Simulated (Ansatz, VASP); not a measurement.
One calculation of ZnH4O3, two programs

```
Zn H O
1.0
     2.58574    0.00000    0.00000
    -1.29287    2.23931    0.00000
     0.00000    0.00000   11.34951
Zn H O
1 4 3
Direct
  0.66667 0.33333 0.00000
  0.00000 0.00000 0.15616
  0.00000 0.00000 0.54535
  0.00000 0.00000 0.45465
  0.00000 0.00000 0.84384
  0.66667 0.33333 0.50000
  0.33333 0.66667 0.13342
  0.33333 0.66667 0.86658
```

Change from the starting cell: species swapped into the Mn4Te3Se type (P-6m2, No. 187).

Alike in both runs: functional PBE; k mesh 18 × 18 × 4; occupations gaussian, width 0.02 eV; no spin polarisation.

Ansatz relaxed the structure, and its values are those at the end. VASP's run is a single point on that final structure, the one shown.

|  | VASP | Ansatz |
| --- | --- | --- |
| version | VASP 6.6.1 | Ansatz 0.2.0 |
| potentials or method | VASP PAW PBE potentials, release 64 (Zn, H, O), cutoff 520 eV | scalar-relativistic, plane waves, PAW |
| valence electrons in the cell | 34 | 34 |

```tsv
	VASP	Ansatz	Ansatz less VASP
gap on the k mesh at the Fermi level (eV)	0.49	0.50	+0.009
least direct gap on the mesh (eV)	0.49	0.50	+0.010
pressure (GPa)	0.4	0.0	-0.35
rms of the force components (eV/Å)	0.024	0.000	-0.0240
```
